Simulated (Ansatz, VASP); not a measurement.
**One calculation of ZnS, two programs**

```
CELL_PARAMETERS angstrom
3.77479 0.00000 0.00000
-1.88739 3.26906 0.00000
0.00000 0.00000 6.19755
ATOMIC_POSITIONS crystal
Zn 0.33333 0.66667 0.00050
Zn 0.66667 0.33333 0.50050
S 0.33333 0.66667 0.37450
S 0.66667 0.33333 0.87450
```

Alike in both runs: task single point; functional r2SCAN; k mesh 6 × 6 × 4; occupations gaussian, width 0.02 eV; no spin polarisation.

|  | VASP | Ansatz |
| --- | --- | --- |
| version | VASP 6.6.1 | Ansatz 0.2.0 |
| potentials or method | VASP PAW PBE potentials, release 64 (Zn, S), cutoff 520 eV | scalar-relativistic, plane waves, PAW |
| valence electrons in the cell | 36 | 36 |

Ansatz gave:

```
gap on the k mesh at the Fermi level (eV) : 2.89
least direct gap on the mesh (eV)         : 2.89
pressure (GPa)                            : 2.0
rms of the force components (eV/Å)        : 0.001
```

**Question.** What did VASP give for the same quantities?

**Answer.** gap on the k mesh at the Fermi level (eV): 2.90; least direct gap on the mesh (eV): 2.90; pressure (GPa): 2.1; rms of the force components (eV/Å): 0.003.

VASP's potentials were made for PBE, not for r2SCAN. Atom by atom the forces differ by 0.002 eV/Å (rms over components).
